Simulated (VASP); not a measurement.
Set up this calculation in VASP 6.6.1, as the native input.

| Item | Value |
| --- | --- |
| Task | relaxation of cell and atoms |
| Functional | PBE |
| Potentials or basis | VASP PAW PBE potentials, release 64 (Cd, Te) |
| Cutoff | 600 eV |
| k mesh | 10 × 10 × 10 |
| Occupations | gaussian, width 0.02 eV |
| Spin | no spin polarisation |
| Dipole correction | no |
| Further INCAR settings | ALGO = Normal; EDIFF = 1e-06; IBRION = 2; EDIFFG = -0.005; NSW = 100; ISIF = 3 |

The structure of CdTe lies in POSCAR:

```
CdTe
1.0
    0.0000000000      3.3088763839      3.3088763839
    3.3088763839      0.0000000000      3.3088763839
    3.3088763839      3.3088763839      0.0000000000
Cd Te
1 1
Direct
    0.0000000000      0.0000000000      0.0000000000
    0.7500000000      0.7500000000      0.7500000000
```

One way to write it, as run:

INCAR

```
SYSTEM = CdTe
  PREC = Accurate
  ENCUT = 600
  EDIFF = 1E-6
  ISMEAR = 0
  SIGMA = 0.02
  LREAL = .FALSE.
  LASPH = .TRUE.
  NELM = 100
  ALGO = Normal
  ISIF = 3
  LWAVE = .FALSE.
  LCHARG = .FALSE.
  GGA = PE
  IBRION = 2
  NSW = 100
  EDIFFG = -0.005
```

KPOINTS

```
Automatic mesh
0
G
  10 10 10
  0 0 0
```

Potentials or basis: VASP PAW PBE potentials, release 64 (Cd, Te).

Launch:

```bash
$ cat potpaw_PBE.64/Cd/POTCAR potpaw_PBE.64/Te/POTCAR > POTCAR
$ mpirun -np 1 vasp_std > vasp.out
```

It gave:

```yaml
Relaxed_volume: 36.32 Å³/atom
Relaxed_cell: a = 4.684 Å, b = 4.684 Å, c = 4.684 Å, α = 60.00°, β = 60.00°, γ = 60.00°
Space_group_after_relaxing_to_0.1_Å: F-43m (No. 216)
Energy_gained_by_relaxing: 0.0 meV/atom
Ionic_steps: 2
Pressure_after_relaxing: 0.0 GPa
Band_gap_on_the_k_mesh: 0.58 eV
```

Caveat: spin-orbit coupling is left out, which moves the levels of the heavy elements.

Wall time 2 min on 1 thread of Intel Xeon 8259CL, with other jobs on the host, peak memory 0.28 GiB.
